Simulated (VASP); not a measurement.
CdS:

```
Cd S
1.0
     4.26117    0.00000    0.00000
    -2.13058    3.69028    0.00000
     0.00000    0.00000    5.80417
Cd S
1 1
Direct
  0.00000 0.00000 0.44269
  0.66667 0.33333 0.43431
```

```yaml
Program: VASP 6.6.1
Task: relaxation of cell and atoms
Functional: PBEsol-based screened hybrid with 25 % exact exchange
Potentials_or_basis: VASP PAW PBE potentials, release 64 (Cd, S)
Cutoff: 600 eV
k_mesh: 4 × 4 × 3
Occupations: fermi-dirac, width 0.05 eV
Spin: no spin polarisation
```

At the start: pressure -1.5 GPa; volume 45.64 Å³/atom.

Question: How do energy, volume and symmetry change on relaxing?

Answer: Over 3 steps the energy falls by 10.5 meV/atom and the volume is 44.18 Å³/atom (-3.2 %); space group P-6m2 (No. 187, to 0.1 Å) before and after.

The path:
```
step  energy change (eV)  largest force (eV/Å)  pressure (GPa)  volume (Å³)
   1              0.0000                0.0233           -1.47        91.27
   2             -0.0029                0.0041            1.57        85.81
   3             -0.0209                0.0098           -0.01        88.36
```

Final structure:
```
Cd S
1.0
     4.19283    0.00000    0.00000
    -2.09641    3.63110    0.00000
     0.00000    0.00000    5.80392
Cd S
1 1
Direct
  0.00000 0.00000 0.44259
  0.66667 0.33333 0.43441
```

Caveat: the k points lie up to 0.43 Å⁻¹ apart in the final cell; the relaxation moved the vacuum too, so the length across it says nothing of the material; the PAW data sets were made with another functional, which shifts forces and pressure a little.
